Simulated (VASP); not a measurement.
# Ga2O3 (R-3c) in VASP: further runs, part 2 of 2

VASP 6.6.1. The steps go on from the part before.

**3. Single point, HSE06**

This run uses another cell than the first one: it holds 10 atoms, not 80.

Input file POSCAR:

```
Ga2O3
1.0
    2.5289754451      1.4601046709      4.5413080054
   -2.5289754451      1.4601046709      4.5413080054
    0.0000000000     -2.9202092911      4.5413080216
Ga O
4 6
Direct
    0.8556819677      0.8556819677      0.8556819684
    0.6443180316      0.6443180316      0.6443180321
    0.1443180318      0.1443180318      0.1443180320
    0.3556819679      0.3556819679      0.3556819682
    0.7499999998      0.4463101678      0.0536898323
    0.4463101677      0.0536898319      0.7500000001
    0.0536898320      0.7499999997      0.4463101681
    0.2499999998      0.5536898318      0.9463101681
    0.9463101676      0.2499999998      0.5536898323
    0.5536898318      0.9463101676      0.2500000003
```

Input file INCAR.step1:

```
SYSTEM = Ga2O3
  PREC = Accurate
  ENCUT = 520
  EDIFF = 1E-5
  ISMEAR = -1
  SIGMA = 0.01
  LREAL = .FALSE.
  LASPH = .TRUE.
  NELM = 120
  ALGO = Normal
  ISIF = 2
  LWAVE = .TRUE.
  LCHARG = .FALSE.
  NBANDS = 55
  GGA = PE
  GGA_COMPAT = .FALSE.
  KPAR = 8
```

Input file INCAR.step2:

```
SYSTEM = Ga2O3
  PREC = Accurate
  ENCUT = 520
  EDIFF = 1E-6
  ISMEAR = -1
  SIGMA = 0.01
  LREAL = .FALSE.
  LASPH = .TRUE.
  NELM = 120
  ALGO = Normal
  ISIF = 2
  LWAVE = .FALSE.
  LCHARG = .FALSE.
  GGA = PE
  LHFCALC = .TRUE.
  HFSCREEN = 0.2079
  PRECFOCK = Fast
  NBANDS = 55
  ISTART = 1
  GGA_COMPAT = .FALSE.
  KPAR = 8
```

Input file KPOINTS:

```
regular mesh
0
G
  4 4 4
  0 0 0
```

Potentials or basis: VASP PAW PBE potentials, release 64 (Ga_d, O).

On the command line:

```
cat potpaw_PBE.64/Ga_d/POTCAR potpaw_PBE.64/O/POTCAR > POTCAR
cp INCAR.step1 INCAR
mpirun -np 8 vasp_std > vasp.out
cp INCAR.step2 INCAR
mpirun -np 8 vasp_std > vasp.out
```

OUTCAR:

```text
SYSTEM = Ga2O3
   PREC = Accurate
   ENCUT = 520
   EDIFF = 1E-6
   ISMEAR = -1
   LREAL = .FALSE.
   LASPH = .TRUE.
   NELM = 120
   ISIF = 2
   GGA = PE
   LHFCALC = .TRUE.
   HFSCREEN = 0.2079
   PRECFOCK = Fast
   ISTART = 1

 ion  position               nearest neighbor table
   1  0.856  0.856  0.856-  10 1.95   8 1.95   9 1.95   5 2.11   6 2.11   7 2.11   2 2.88
[... 974 lines left out ...]
  Total       -5.6465873     -5.6465873     -4.7357971      0.0000000      0.0000000      0.0000000
  in kB      -89.9157607    -89.9157607    -75.4124176      0.0000000      0.0000001      0.0000000
  external PRESSURE =     -85.0813130 kB  Pullay stress =       0.0000000 kB

 VOLUME and BASIS-vectors are now :
 -----------------------------------------------------------------------------
  energy-cutoff  :      520.00
  volume of cell :      100.61
      direct lattice vectors                 reciprocal lattice vectors
     2.528975445  1.460104671  4.541308005     0.197708523  0.114147069  0.073400291
    -2.528975445  1.460104671  4.541308005    -0.197708523  0.114147069  0.073400291
     0.000000000 -2.920209291  4.541308022     0.000000000 -0.228294138  0.073400293

 POSITION                                       TOTAL-FORCE (eV/Angst)
 -----------------------------------------------------------------------------------
      0.00000      0.00000     11.65775         0.000000     -0.000000     -0.002846
      0.00000      0.00000      8.77814         0.000000      0.000000      0.002846
      0.00000      0.00000      1.96618         0.000000      0.000000      0.002846
      0.00000      0.00000      4.84578         0.000000     -0.000000     -0.002846
      0.76802      1.58995      5.67664         0.001234     -0.002137      0.000000
      0.99293     -1.46010      5.67664        -0.002467      0.000000      0.000000
     -1.76095     -0.12985      5.67664         0.001234      0.002137     -0.000000
     -0.76802     -1.58995      7.94729        -0.001234      0.002137     -0.000000
      1.76095      0.12985      7.94729        -0.001234     -0.002137      0.000000
     -0.99293      1.46010      7.94729         0.002467      0.000000      0.000000
 -----------------------------------------------------------------------------------
    total drift:                               -0.000001      0.000006     -0.000001

  FREE ENERGIE OF THE ION-ELECTRON SYSTEM (eV)
  ---------------------------------------------------
  free  energy   TOTEN  =       -74.7360402824 eV

  energy  without entropy=      -74.7360402824  energy(sigma->0) =      -74.73604028
```

OUTCAR.step1:

```text
SYSTEM = Ga2O3
   PREC = Accurate
   ENCUT = 520
   EDIFF = 1E-5
   ISMEAR = -1
   LREAL = .FALSE.
[... 995 lines left out ...]
     -0.76802     -1.58995      7.94729         0.020979     -0.036337      0.000000
      1.76095      0.12985      7.94729         0.020979      0.036337     -0.000000
     -0.99293      1.46010      7.94729        -0.041958      0.000000     -0.000000
 -----------------------------------------------------------------------------------
    total drift:                                0.000001      0.000007      0.000009

  FREE ENERGIE OF THE ION-ELECTRON SYSTEM (eV)
  ---------------------------------------------------
  free  energy   TOTEN  =       -59.3914093749 eV

  energy  without entropy=      -59.3914093749  energy(sigma->0) =      -59.39140937
```

It took 31 min on 8 MPI ranks of Intel Xeon 6975P-C (Granite Rapids), shared host; peak memory 0.42 GiB.

Results:

| Property | Result |
| --- | --- |
| Free energy | -74.7360 eV |
| Pressure | -8.5 GPa |
| Band gap on the k mesh | 4.16 eV (least direct gap 4.34 eV) |

Forces on the atoms (eV/Å):
```
Ga   0.000  0.000 -0.003
Ga   0.000  0.000  0.003
Ga   0.000  0.000  0.003
Ga   0.000  0.000 -0.003
O    0.001 -0.002  0.000
O   -0.002  0.000  0.000
O    0.001  0.002  0.000
O   -0.001  0.002  0.000
O   -0.001 -0.002  0.000
O    0.002  0.000  0.000
```

Caveat: the cell stands under tension; the PAW data sets were made with another functional, which shifts forces and pressure a little.
